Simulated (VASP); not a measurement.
Input of a VASP 6.6.1 run:

Contents of INCAR:

```
ALGO     = Normal         # electronic algorithm
EDIFF    = 1E-6           # SCF threshold, eV
ENCUT    = 520            # plane-wave cutoff, eV
GGA      = PE             # functional
ISIF     = 2              # what is computed and relaxed
ISMEAR   = -1             # smearing method
LASPH    = True           # aspherical terms in the spheres
LCHARG   = False          # write CHGCAR
LREAL    = False          # projectors in reciprocal space
LWAVE    = False          # write WAVECAR
NBANDS   = 16             # bands
NELM     = 60             # most SCF steps
PREC     = Accurate       # precision mode
SIGMA    = 0.02           # smearing width, eV
```

The input KPOINTS:

```
k-points
0
Gamma
  8 8 6
```

File POSCAR:

```
Mg2SO
1.0
    3.6748652521      0.0000000000      0.0000000000
    0.0000000000      3.6748652521      0.0000000000
    0.0000000000      0.0000000000      4.7506360654
O Mg S
1 2 1
Direct
    0.0000000000      0.0000000000      0.0000000000
    0.0000000000      0.5000000000      0.8149948325
    0.5000000000      0.0000000000      0.1850051675
    0.5000000000      0.5000000000      0.5000000000
```

Potentials or basis: VASP PAW PBE potentials, release 64 (O, Mg, S).

Run with:

```bash
$ cat potpaw_PBE.64/O/POTCAR potpaw_PBE.64/Mg/POTCAR potpaw_PBE.64/S/POTCAR > POTCAR
$ mpirun -np 1 vasp_std > vasp.out
```

**Question.** Predict the band gap on the k mesh.

**Answer.** 1.79 eV (least direct gap 1.90 eV).

**Question.** Estimate the largest force.

**Answer.** 0.009 eV/Å.

Forces on the atoms (eV/Å):
```
O    0.000  0.000  0.000
Mg   0.000  0.000 -0.009
Mg   0.000  0.000  0.009
S    0.000  0.000  0.000
```

Caveat: the cell differs from its parent crystal (uniaxial z strain -2.7%). A k mesh can miss the band edges.
